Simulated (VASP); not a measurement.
Runs of VASP 6.6.1 on Nb. The structure is that of space group Im-3m (No. 229), or close to it. The cells are those of the table. 

```tsv
task	cell	cutoff (eV)	gap on the mesh (eV)	pressure (GPa)
single point	a = 2.672 Å, angles 70.5, 109.5, 70.5°, 1 atom	520	none	(a)
relaxation of cell and atoms	relaxed to 60 GPa from a = 2.884 Å, angles 70.5, 109.5, 70.5°, 1 atom	600	none	60.0
single point	a = 2.732 Å, angles 70.5, 109.5, 70.5°, 1 atom	520	none	19.8
relaxation of cell and atoms	relaxed from a = 2.884 Å, angles 70.5, 109.5, 70.5°, 1 atom	600	none	-0.1
relaxation of cell and atoms	relaxed to 40 GPa from a = 2.884 Å, angles 70.5, 109.5, 70.5°, 1 atom	600	none	39.8
relaxation of cell and atoms	relaxed to 20 GPa from a = 2.884 Å, angles 70.5, 109.5, 70.5°, 1 atom	600	none	20.0
single point	a = 2.813 Å, angles 70.5, 109.5, 70.5°, 1 atom	520	none	-0.1
single point	a = 2.625 Å, angles 70.5, 109.5, 70.5°, 1 atom	520	none	60.0
```

Alike in all rows: level LDA; potentials or basis VASP PAW LDA potentials, release 64 (Nb_sv); no spin polarisation; k mesh 9 × 9 × 9; smearing fermi-dirac 0.1 eV.

Problem. Estimate the missing entries.

Solution. (a) 39.9.

Caveats: the cell is relaxed towards a set pressure, so the enthalpy falls and the energy may rise (some runs).

A k mesh can miss the band edges, and the runs leave out spin-orbit coupling on Nb.

A gap of «none» marks levels without a gap at the run's occupations.
